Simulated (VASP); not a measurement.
Write the native input for VASP 6.6.1 that does the following.

```yaml
Task: relaxation of cell and atoms
Functional: PBE
Potentials_or_basis: VASP PAW PBE potentials, release 64 (Ta_pv, Pb_d)
Cutoff: 600 eV
k_mesh: 6 × 6 × 6
Occupations: gaussian, width 0.1 eV
Spin: no spin polarisation
Dipole_correction: no
Further_INCAR_settings: ALGO = Normal; EDIFF = 1e-06; IBRION = 2; EDIFFG = -0.04; NSW = 90; ISIF = 3
```

The structure of TaPb lies in POSCAR:

```
TaPb
1.0
    2.2072301200      1.2743449000      3.0260870300
   -2.2072301200      1.2743449000      3.0260870300
    0.0000000000     -2.5486898100      3.0260870300
Ta Pb
1 1
Direct
    0.0000000000      0.0000000000      0.0000000000
    0.5000000000      0.5000000000      0.5000000000
```

The cell was built from a structure type or drawn by symmetry, and may not be a known phase.

One way to write it, as run:

INCAR

```
PREC = Accurate ; ENCUT = 600
EDIFF = 1E-6 ; ISMEAR = 0
SIGMA = 0.1 ; LREAL = False
LASPH = True ; NELM = 100
ALGO = Normal ; ISIF = 3
LWAVE = False ; LCHARG = False
GGA = PE ; IBRION = 2
NSW = 90 ; EDIFFG = -0.04
```

KPOINTS

```
Automatic mesh
0
Gamma
  6 6 6
```

Potentials or basis: VASP PAW PBE potentials, release 64 (Ta_pv, Pb_d).

Launch:

```console
$ cat potpaw_PBE.64/Ta_pv/POTCAR potpaw_PBE.64/Pb_d/POTCAR > POTCAR
$ mpirun -np 1 vasp_std > vasp.out
```

It gave:

The relaxed volume is 21.18 Å³/atom and the relaxed cell is a = 3.486 Å, b = 3.486 Å, c = 3.486 Å, α = 90.03°, β = 90.03°, γ = 90.03°. The space group after relaxing (to 0.1 Å) is Pm-3m (No. 221). The pressure after relaxing is -0.1 GPa and the band gap on the k mesh is zero (an odd number of electrons rules out a gap without spin polarisation).

Caveat: the volume moved by over 15 % at a fixed basis, so the end points are rough; spin-orbit coupling is left out, which moves the levels of the heavy elements.

Wall time 3.6 min on 1 thread of AMD EPYC 9R45 96-Core Processor (Zen 5), with other jobs on the host, peak memory 0.18 GiB.
